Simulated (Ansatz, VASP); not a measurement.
## CdI2 in VASP and in Ansatz

```
Cd I
1.0
     4.27211    0.00000    0.00000
    -2.13605    3.69975    0.00000
     0.00000    0.00000    6.90443
Cd I
1 2
Direct
  0.00000 0.00000 0.00000
  0.33333 0.66667 0.24920
  0.66667 0.33333 0.75080
```

Change from the starting cell: volume scaled by 1.02.

Alike in both runs: task single point; functional PBEsol; k mesh 8 × 8 × 5; occupations fermi-dirac, width 0.03 eV; no spin polarisation.

```csv
,VASP,Ansatz
version,VASP 6.6.1,Ansatz 0.2.0
potentials or method,"VASP PAW PBE potentials, release 64 (Cd, I), cutoff 500 eV","all-electron LAPW, scalar-relativistic"
```

VASP gave:

- gap on the k mesh at the Fermi level (eV): 2.27
- pressure (GPa): -0.9
- traceless stress, the component that is largest in VASP (GPa): 0.13
- rms of the force components (eV/Å): 0.083

Which values does Ansatz return?

gap on the k mesh at the Fermi level (eV): 2.28; pressure (GPa): -1.0; traceless stress, the component that is largest in VASP (GPa): 0.14; rms of the force components (eV/Å): 0.093.

VASP's potentials were made for PBE, not for PBEsol. Atom by atom the forces differ by 0.011 eV/Å (rms over components). Ansatz ran all-electron here, and VASP with PAW potentials.

Neither program's run includes spin-orbit coupling.
